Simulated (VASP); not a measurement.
A run of VASP 6.6.1:

Contents of INCAR:

```
PREC = Accurate ; ENCUT = 520
EDIFF = 1E-6 ; ISMEAR = -1
SIGMA = 0.02 ; LREAL = F
LASPH = T ; NELM = 80
ALGO = Normal ; ISIF = 2
LWAVE = F ; LCHARG = F
GGA = PE ; NBANDS = 16
```

File KPOINTS:

```
Automatic mesh
0
Gamma
  8 8 8
```

File POSCAR:

```
InP
1.0
    0.0000000000      2.9685565774      2.9685565774
    2.9685565774      0.0000000000      2.9685565774
    2.9685565774      2.9685565774      0.0000000000
In P
1 1
Direct
    0.0000000000      0.0000000000      0.0000000000
    0.2500000000      0.2500000000      0.2500000000
```

Potentials or basis: VASP PAW PBE potentials, release 64 (In_d, P).

The run is started by

```sh
$ cat potpaw_PBE.64/In_d/POTCAR potpaw_PBE.64/P/POTCAR > POTCAR
$ mpirun -np 1 vasp_std > vasp.out
```

Hardware: 1 thread of AMD EPYC 9R45 (Zen 5), on a shared host.

Task: How long does it take, and how much memory?

Result: Wall time 13 s on 1 thread of AMD EPYC 9R45 (Zen 5) (shared host), peak memory 0.15 GiB. Counts: scf iterations 12, k points 29.
